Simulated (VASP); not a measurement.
BeH4:

```
Be H
1.0
    -1.82907    1.82907    1.82907
     1.82907   -1.82907    1.82907
     1.82907    1.82907   -1.82907
Be H
1 4
Direct
  0.00000 0.00000 0.00000
  0.00000 0.50000 0.00000
  0.50000 0.00000 0.00000
  0.00000 0.00000 0.50000
  0.50000 0.50000 0.50000
```

Base run:

```yaml
Program: VASP 6.6.1
Functional: PBE
Potentials_or_basis: VASP PAW PBE potentials, release 64 (Be, H)
Cutoff: 520 eV
k_mesh: 14 × 14 × 14
Occupations: gaussian, width 0.1 eV
Spin: no spin polarisation
```

Its results: band gap on the k mesh zero (band 3 reaches 4.48 eV, above the bottom of band 4 at -2.17 eV); pressure -0.2 GPa.

The run is repeated on the same cell with these changes: functional from PBE to LDA; potentials or basis from VASP PAW PBE potentials, release 64 (Be, H) to VASP PAW LDA potentials, release 64 (Be, H). What comes out?

Band gap on the k mesh zero (band 3 reaches 4.61 eV, above the bottom of band 4 at -2.27 eV); pressure -3.3 GPa.
